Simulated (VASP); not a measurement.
Set up this calculation in VASP 6.6.1, as the native input.

```yaml
Task: single point
Functional: PBE
Potentials_or_basis: VASP PAW PBE potentials, release 64 (Pb_d, F)
Cutoff: 520 eV
k_mesh: 6 × 6 × 6
Occupations: fermi-dirac, width 0.5 eV
Spin: no spin polarisation
Dipole_correction: no
Further_INCAR_settings: ALGO = Normal; EDIFF = 1e-06; NBANDS = 21
```

The structure of PbF2 lies in POSCAR:

```
PbF2
1.0
    0.0000000000      2.9458082816      2.9458082816
    2.9458082816      0.0000000000      2.9458082816
    2.9458082816      2.9458082816      0.0000000000
Pb F
1 2
Direct
    0.0000000000      0.0000000000      0.0000000000
    0.2500000000      0.2500000000      0.2500000000
    0.7500000000      0.7500000000      0.7500000000
```

One way to write it, as run:

INCAR

```
SYSTEM = PbF2
PREC = Accurate
ENCUT = 520
EDIFF = 1E-6
ISMEAR = -1
SIGMA = 0.5
LREAL = .FALSE.
LASPH = .TRUE.
NELM = 100
ALGO = Normal
ISIF = 2
LWAVE = .FALSE.
LCHARG = .FALSE.
GGA = PE
NBANDS = 21
```

KPOINTS

```
Automatic mesh
0
G
  6 6 6
  0 0 0
```

Potentials or basis: VASP PAW PBE potentials, release 64 (Pb_d, F).

Launch:

```sh
$ cat potpaw_PBE.64/Pb_d/POTCAR potpaw_PBE.64/F/POTCAR > POTCAR
$ mpirun -np 1 vasp_std > vasp.out
```

Results of the run:

```yaml
Pressure: 4.0 GPa
Band_gap_on_the_k_mesh: 4.44 eV (least direct gap 4.56 eV)
```

Caveat: the cell stands under pressure; so wide a smearing shifts energies and pressures; spin-orbit coupling is left out, which moves the levels of the heavy elements.

Wall time 23 s on 1 thread of AMD EPYC 7R43 64-Core Processor (Zen 3), with other jobs on the host, peak memory 0.13 GiB.
